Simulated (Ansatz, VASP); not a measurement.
## One calculation of HfO2, two programs

```
Hf O
1.0
     0.00000    2.55750    2.55750
     2.55750    0.00000    2.55750
     2.55750    2.55750    0.00000
Hf O
1 2
Direct
  0.00000 0.00000 0.00000
  0.25000 0.25000 0.25000
  0.75000 0.75000 0.75000
```

Alike in both runs: task single point; functional HF; k mesh 4 × 4 × 4; occupations gaussian, width 0.05 eV; no spin polarisation.

|  | VASP | Ansatz |
| --- | --- | --- |
| version | VASP 6.6.1 | Ansatz 0.2.0 |
| potentials or method | VASP PAW PBE potentials, release 64 (Hf_pv, O), cutoff 520 eV | scalar-relativistic, plane waves, PAW |
| valence electrons in the cell | 22 | 38 |

```csv
,VASP,Ansatz,Ansatz less VASP
gap on the k mesh at the Fermi level (eV),13.68,13.85,+0.172
least direct gap on the mesh (eV),13.68,13.85,+0.172
pressure (GPa),-11.6,-4.0,+7.63
```

VASP's potentials were made for PBE, not for HF. One of these differences is far larger than is usual between the two programs; its cause wasn't traced. The functional is the same, so the differences come from potentials, cutoffs and numerics. VASP's potentials hold 22 valence electrons a cell and Ansatz's 38, so a difference there can come from the potentials and not from the codes. Ansatz's warnings: stress exchange threshold loose, stress scf threshold loose.

The k mesh is coarse, so the values compare programs but aren't converged. Neither program's run includes spin-orbit coupling.
